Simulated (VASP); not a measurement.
Cd5B3SO8F, 18 atoms in the cell. The typed cell holds 18 atoms: a = 8.942 Å, b = 8.942 Å, c = 3.447 Å, α = 94.51°, β = 94.51°, γ = 126.45°. 

```yaml
Program: VASP 6.6.1
Task: single point
Functional: PBE
Potentials_or_basis: VASP PAW PBE potentials, release 64 (Cd, B, O, S, F)
Cutoff: 520 eV
k_mesh: 3 × 3 × 6
Occupations: fermi-dirac, width 0.02 eV
Spin: no spin polarisation
Dipole_correction: no
Further_INCAR_settings: LREAL = Auto; ALGO = Normal; EDIFF = 1e-07; NBANDS = 80
```

Potentials or basis: VASP PAW PBE potentials, release 64 (Cd, B, O, S, F).

The run is started by

```sh
$ cat potpaw_PBE.64/Cd/POTCAR potpaw_PBE.64/B/POTCAR potpaw_PBE.64/O/POTCAR potpaw_PBE.64/S/POTCAR potpaw_PBE.64/F/POTCAR > POTCAR
$ mpirun -np 1 vasp_std > vasp.out
```

Hardware: 1 thread of Intel Xeon 8259CL (shared host).

How long does it take, and how much memory?

Run time: 44 min on 1 thread of Intel Xeon 8259CL, with other jobs on the host, peak memory 0.57 GiB. Counts: scf iterations 18, k points 28.
